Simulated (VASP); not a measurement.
A run of VASP 6.6.1:

The input INCAR:

```
SYSTEM = InP
ALGO     = Normal         ! electronic algorithm
EDIFF    = 1E-7           ! SCF threshold, eV
ENCUT    = 520            ! plane-wave cutoff, eV
GGA      = PS             ! functional
ISIF     = 2              ! what is computed and relaxed
ISMEAR   = 0              ! smearing method
LASPH    = .True.         ! aspherical terms in the spheres
LCHARG   = .False.        ! write CHGCAR
LREAL    = .False.        ! projectors in reciprocal space
LWAVE    = .False.        ! write WAVECAR
NBANDS   = 16             ! bands
NELM     = 60             ! most SCF steps
PREC     = Accurate       ! precision mode
SIGMA    = 0.15           ! smearing width, eV
```

KPOINTS

```
k-points
0
Gamma
  6 6 6
  0 0 0
```

File POSCAR:

```
InP
1.0
    0.0000000000      2.8550000000      2.8550000000
    2.8550000000      0.0000000000      2.8550000000
    2.8550000000      2.8550000000      0.0000000000
In P
1 1
Direct
    0.0000000000      0.0000000000      0.0000000000
    0.5000000000      0.5000000000      0.5000000000
```

Potentials or basis: VASP PAW PBE potentials, release 64 (In_d, P).

Command:

```sh
$ cat potpaw_PBE.64/In_d/POTCAR potpaw_PBE.64/P/POTCAR > POTCAR
$ mpirun -np 1 vasp_std > vasp.out
```

Hardware: 1 thread of Intel(R) Xeon(R) 6975P-C (Granite Rapids), with other jobs on the host.

Task: How long does it take, and how much memory?

Result: It took 6.6 s on 1 thread of Intel(R) Xeon(R) 6975P-C (Granite Rapids), with other jobs on the host, peak memory 0.16 GiB. Counts: scf iterations 12, k points 16.
